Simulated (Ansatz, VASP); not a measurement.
**TiC in VASP and in Ansatz**

The input INCAR:

```
PREC = Accurate
ENCUT = 520
EDIFF = 1E-6
ISMEAR = 0
SIGMA = 0.15
LREAL = F
LASPH = T
NELM = 100
ALGO = Normal
ISIF = 2
LWAVE = F
LCHARG = F
GGA = PE
NBANDS = 24
```

Contents of KPOINTS:

```
regular mesh
0
Gamma
  20 20 14
```

Contents of POSCAR:

```
TiC
1.0
    0.0000000000     -2.1664615256     -2.1664615256
    0.0000000000      2.1664615256     -2.1664615256
    4.3329230512      0.0000000000      0.0000000000
Ti C
2 2
Direct
    0.4942088878      0.5057911122      0.5000000000
    0.9942088878      1.0057911122      0.0000000000
    0.5230791082      0.4769208918      0.0000000000
    0.0230791082     -0.0230791082      0.5000000000
```

Input for Ansatz:

```yaml
crystal:
  lattice:
    - [0.0, -2.1664615256, -2.1664615256]
    - [0.0, 2.1664615256, -2.1664615256]
    - [4.3329230512, 0.0, 0.0]
  atoms:
    - { symbol: Ti, position: [0.4942088878, 0.5057911122, 0.5] }
    - { symbol: Ti, position: [0.9942088878, 1.0057911122, 0.0] }
    - { symbol: C, position: [0.5230791082, 0.4769208918, 0.0] }
    - { symbol: C, position: [0.0230791082, -0.0230791082, 0.5] }
basis:
  ecutwfc: 420
kpoints:
  mp_grid: { grid: [20, 20, 14] }
hamiltonian:
  xc: pbe
scf:
  occupations: { method: gaussian, width: 0.15 }
output:
  forces: true
  stress: true
  eigenvalues: true
  write_density: true
  write_potential: true
  elf: true
  volumetric_format: npy
```

Change from the starting cell: mode 7 (512.3 1/cm) frozen in, largest displacement -0.100 Å.

Alike in both runs: task single point; functional PBE; k mesh 20 × 20 × 14; occupations gaussian, width 0.15 eV; no spin polarisation.

|  | VASP | Ansatz |
| --- | --- | --- |
| version | VASP 6.6.1 | Ansatz 0.2.0 |
| potentials or method | VASP PAW PBE potentials, release 64 (Ti_sv, C), cutoff 520 eV | scalar-relativistic, plane waves, PAW |
| valence electrons in the cell | 32 | 32 |

|  | VASP | Ansatz | Ansatz less VASP |
| --- | --- | --- | --- |
| gap on the k mesh at the Fermi level (eV) | none | none | - |
| pressure (GPa) | 2.2 | 1.9 | -0.29 |
| traceless stress, the component that is largest in VASP (GPa) | 2.95 | 2.92 | -0.030 |
| rms of the force components (eV/Å) | 0.652 | 0.648 | -0.0036 |

Atom by atom the forces differ by 0.004 eV/Å (rms over components). A gap of «none» marks a metal or a gap that the smearing closes. The functional is the same, so the differences come from potentials, cutoffs and numerics.
